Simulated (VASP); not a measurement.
Li2BrCl, 4 atoms in the cell. It takes space group R-3m (No. 166, trigonal). Conventional cell: a = 3.752 Å, b = 3.752 Å, c = 18.349 Å, α = 90.00°, β = 90.00°, γ = 120.00°. Cl (site symmetry -3m) has 6 Li at 2.61 Å within 3.4 Å. Within 3.6 Å of Br (site symmetry -3m) lie 6 Li at 2.70 Å. Li (site symmetry 3m) has 3 Cl at 2.61 Å and 3 Br at 2.70 Å within 3.4 Å. 

- Program: VASP 6.6.1
- Task: single point
- Functional: PBE
- Potentials or basis: VASP PAW PBE potentials, release 64 (Cl, Br, Li_sv)
- Cutoff: 520 eV
- k mesh: 6 × 6 × 6
- Occupations: gaussian, width 0.01 eV
- Spin: no spin polarisation
- Dipole correction: no
- Further INCAR settings: ALGO = Normal; EDIFF = 1e-06; NBANDS = 18

Potentials or basis: VASP PAW PBE potentials, release 64 (Cl, Br, Li_sv).

Run with:

```sh
$ cat potpaw_PBE.64/Cl/POTCAR potpaw_PBE.64/Br/POTCAR potpaw_PBE.64/Li_sv/POTCAR > POTCAR
$ mpirun -np 1 vasp_std > vasp.out
```

Hardware: 1 thread of Intel Xeon 8259CL, on a shared host.

Problem. How long does it take, and how much memory?

Solution. Run time: 100 s on 1 thread of Intel Xeon 8259CL, with other jobs on the host, peak memory 0.33 GiB. Counts: scf iterations 12, k points 32.
